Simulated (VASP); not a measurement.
WC, 2 atoms in the cell. It takes space group Amm2 (No. 38, orthorhombic). The conventional cell has a = 2.829 Å, b = 2.842 Å, c = 5.124 Å, α = 90.00°, β = 90.00°, γ = 90.00°. W (site symmetry mm2) has 6 C at 2.18 to 2.22 Å and 4 W at 2.83 to 2.84 Å within 2.9 Å. Within 2.9 Å of C (site symmetry mm2) lie 6 W at 2.18 to 2.22 Å and 4 C at 2.83 to 2.84 Å.  This cell differs from its parent crystal: strain -0.0200 x Voigt [1, -1, 0, 0, 0, 0].

| Property | Result |
| --- | --- |
| Program | VASP 6.6.1 |
| Task | single point |
| Functional | r2SCAN |
| Potentials or basis | VASP PAW PBE potentials, release 64 (W_sv, C) |
| Cutoff | 520 eV |
| k mesh | 18 × 18 × 16 |
| Occupations | gaussian, width 0.15 eV |
| Spin | no spin polarisation |
| Dipole correction | no |
| Further INCAR settings | ALGO = Normal; EDIFF = 1e-06; NBANDS = 16 |

Potentials or basis: VASP PAW PBE potentials, release 64 (W_sv, C).

Command:

```bash
$ cat potpaw_PBE.64/W_sv/POTCAR potpaw_PBE.64/C/POTCAR > POTCAR
$ cp INCAR.step1 INCAR
$ mpirun -np 1 vasp_std > vasp.out
$ cp INCAR.step2 INCAR
$ mpirun -np 1 vasp_std > vasp.out
```

Hardware: 1 thread of Oxide Virtual Turin-like Processor, with other jobs on the host.

Problem. How long does it take, and how much memory?

Solution. Wall time 23 min on 1 thread of Oxide Virtual Turin-like Processor (shared host), peak memory 0.33 GiB. Counts: k points 819.
